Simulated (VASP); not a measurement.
# In2As2H in VASP: a series of runs, part 2 of 2

VASP 6.6.1. The steps go on from the part before.

### 3 Single point, PBE+D3(BJ)

INCAR

```
  PREC = Accurate
  ENCUT = 520
  EDIFF = 1E-6
  ISMEAR = 0
  SIGMA = 0.1
  LREAL = F
  LASPH = T
  NELM = 100
  ALGO = Normal
  ISIF = 2
  LWAVE = F
  LCHARG = F
  LDIPOL = T
  IDIPOL = 3
  DIPOL = 0.5 0.5 0.338
  GGA = PE
  IVDW = 12
  NBANDS = 26
```

KPOINTS

```
regular mesh
0
Gamma
  6 6 1
```

POSCAR

```
In2As2H
1.0
    4.3220706691      0.0000000000      0.0000000000
   -2.1610353346      3.7430229964      0.0000000000
    0.0000000000      0.0000000000     21.7386927198
As In H
2 2 1
Direct
    0.0000000000      0.0000000000      0.1840037049
    0.3333333333      0.6666666667      0.3557112058
    0.3333333333      0.6666666667      0.2245875152
    0.6666666667      0.3333333333      0.3881876812
    1.0000000000      1.0000000000      0.5399907378
```

Potentials or basis: VASP PAW PBE potentials, release 64 (As, In_d, H).

On the command line:

```console
$ cat potpaw_PBE.64/As/POTCAR potpaw_PBE.64/In_d/POTCAR potpaw_PBE.64/H/POTCAR > POTCAR
$ mpirun -np 1 vasp_std > vasp.out
```

OUTCAR:

```text
PREC = Accurate
   ENCUT = 520
   EDIFF = 1E-6
   ISMEAR = 0
   LREAL = F
   LASPH = T
   NELM = 100
   ISIF = 2
   GGA = PE
   IVDW = 12
 IVDW          = 12

 ion  position               nearest neighbor table
   1  0.000  0.000  0.184-   3 2.65   3 2.65   3 2.65
   2  0.333  0.667  0.356-   4 2.59   4 2.59   4 2.59   3 2.85
   3  0.333  0.667  0.225-   1 2.65   1 2.65   1 2.65   2 2.85
   4  0.667  0.333  0.388-   2 2.59   2 2.59   2 2.59
   5  0.000  0.000  0.540-

  LATTYP: Found a hexagonal cell.
[... 396 lines left out ...]
  -------------------------------------------------------------------------------------
  Total      -0.48015    -0.48015    -1.14484     0.00000     0.00000    -0.00000
  in kB      -2.18746    -2.18746    -5.21565     0.00000     0.00000    -0.00000
  external pressure =       -3.20 kB  Pullay stress =        0.00 kB

 VOLUME and BASIS-vectors are now :
 -----------------------------------------------------------------------------
  energy-cutoff  :      520.00
  volume of cell :      351.68
      direct lattice vectors                 reciprocal lattice vectors
     4.322070669  0.000000000  0.000000000     0.231370581  0.133581867  0.000000000
    -2.161035335  3.743022996  0.000000000     0.000000000  0.267163734  0.000000000
     0.000000000  0.000000000 21.738692720     0.000000000  0.000000000  0.046000926

 POSITION                                       TOTAL-FORCE (eV/Angst)
 -----------------------------------------------------------------------------------
      0.00000      0.00000      4.00000        -0.000000      0.000000      0.021505
     -0.00000      2.49535      7.73270        -0.000000     -0.000000     -0.179165
     -0.00000      2.49535      4.88224         0.000000     -0.000000      0.080978
      2.16104      1.24767      8.43869        -0.000000      0.000000      0.331197
      0.00000      0.00000     11.73869        -0.000000      0.000000     -0.254515
 -----------------------------------------------------------------------------------
    total drift:                                0.000000     -0.000000     -0.001003

  FREE ENERGIE OF THE ION-ELECTRON SYSTEM (eV)
  ---------------------------------------------------
  free  energy   TOTEN  =       -15.4365738103 eV

  energy  without entropy=      -15.3926819176  energy(sigma->0) =      -15.41462786

 vacuum level on the upper side and lower side of the slab         3.781         2.850
```

OSZICAR:

```text
N       E                     dE             d eps       ncg     rms          rms(c)
DAV:   1     0.281328305110E+03    0.28133E+03   -0.14630E+04   372   0.115E+03
DAV:   2     0.118546494219E+02   -0.26947E+03   -0.26558E+03   434   0.287E+02
DAV:   3    -0.142787403907E+02   -0.26133E+02   -0.25960E+02   446   0.117E+02
[... 20 lines left out ...]
DAV:  24    -0.145704797162E+02    0.27631E-05   -0.12940E-05   396   0.761E-03    0.286E-02
DAV:  25    -0.145704838116E+02   -0.40954E-05   -0.30772E-05   384   0.753E-03    0.217E-03
DAV:  26    -0.145704884484E+02   -0.46369E-05   -0.13183E-06   366   0.383E-03    0.130E-03
DAV:  27    -0.145704902842E+02   -0.18358E-05   -0.23364E-07   310   0.248E-03    0.599E-04
DAV:  28    -0.145704907343E+02   -0.45010E-06   -0.16508E-07   292   0.115E-03
   1 F= -.15436574E+02 E0= -.15414628E+02  d E =-.438919E-01
```

stdout:

```text
POSCAR found type information on POSCAR AsInH
 POSCAR found :  3 types and       5 ions
 scaLAPACK will be used
 LDA part: xc-table for (Slater+PW92), standard interpolation
 POSCAR, INCAR and KPOINTS ok, starting setup
 FFT: planning ... GRIDC
 FFT: planning ... GRID_SOFT
 FFT: planning ... GRID
 WAVECAR not read
 entering main loop
```

Wall time 78 s (1 thread of Intel Xeon 6975P-C (Granite Rapids), shared host); peak memory 0.41 GiB.

What came out:

| Quantity | Value |
| --- | --- |
| Free energy | -15.4366 eV |
| Largest force | 0.331 eV/Å |
| Band gap on the k mesh | zero (an odd number of electrons rules out a gap without spin polarisation) |
| Dispersion energy per atom | -0.173 eV |

Forces in eV/Å, atoms in the order of the input:
```
As   0.000  0.000  0.022
As   0.000  0.000 -0.179
In   0.000  0.000  0.081
In   0.000  0.000  0.331
H    0.000  0.000 -0.255
```

Caveat: spin-orbit coupling is left out, which moves the levels of the heavy elements.

### 4 Single point, PBE+D3(BJ)

INCAR

```
PREC = Accurate ; ENCUT = 520
EDIFF = 1E-6 ; ISMEAR = 0
SIGMA = 0.1 ; LREAL = False
LASPH = True ; NELM = 60
ALGO = Normal ; ISIF = 2
LWAVE = False ; LCHARG = False
LDIPOL = True ; IDIPOL = 3
DIPOL = 0.5 0.5 0.338 ; GGA = PE
IVDW = 12 ; NBANDS = 26
```

KPOINTS is that of step 3.

Edit POSCAR of step 3 so:

```diff
@@ -12,2 +12,2 @@
     0.6666666667      0.3333333333      0.3881876812
-    1.0000000000      1.0000000000      0.5399907378
+    1.3333333333      0.6666666667      0.5399907378
```

On the command line:

```console
$ cat potpaw_PBE.64/As/POTCAR potpaw_PBE.64/In_d/POTCAR potpaw_PBE.64/H/POTCAR > POTCAR
$ mpirun -np 1 vasp_std > vasp.out
```

Run time: 84 s. Hardware: 1 thread of Intel Xeon 6975P-C (Granite Rapids), shared host; peak memory 0.41 GiB.

The run converged. Its results:

| Property | Result |
| --- | --- |
| Free energy | -15.4367 eV |
| Largest force | 0.323 eV/Å |
| Band gap on the k mesh | zero (an odd number of electrons rules out a gap without spin polarisation) |
| Dispersion energy per atom | -0.173 eV |

Forces in eV/Å, atoms in the order of the input:
```
As   0.000  0.000  0.115
As   0.000  0.000 -0.139
In   0.000  0.000 -0.038
In   0.000  0.000  0.323
H    0.000  0.000 -0.261
```

Levels at points of the mesh, in eV from the Fermi level:
```tsv
k point	band 14	band 15	band 16	band 17	band 18	band 19	band 20	band 21	band 22	band 23
(0.00, 0.00, 0.00)	-1.88	-1.07	-1.07	-0.40	0.23	0.23	0.33	1.27	2.96	4.03
(0.50, 0.00, 0.00)	-4.96	-2.29	-2.11	-0.92	-0.66	0.04	0.95	1.76	2.51	3.55
```

Caveat: spin-orbit coupling is left out, which moves the levels of the heavy elements.

### 5 The runs side by side

| cell | gap on the mesh (eV) | largest force (eV/Å) |
| --- | --- | --- |
| as given, atomic positions A | none | 0.85 |
| as given, atomic positions B | none | 0.33 |
| as given, atomic positions C | none | 0.32 |

Alike in all rows: task single point; level PBE+D3(BJ); potentials or basis VASP PAW PBE potentials, release 64 (As, In_d, H); no spin polarisation; k mesh 6 × 6 × 1; cutoff (eV) 520; smearing gaussian 0.1 eV.

Caveats: spin-orbit coupling is left out, which moves the levels of the heavy elements.

Absolute energies hang on the potentials; compare differences alone.
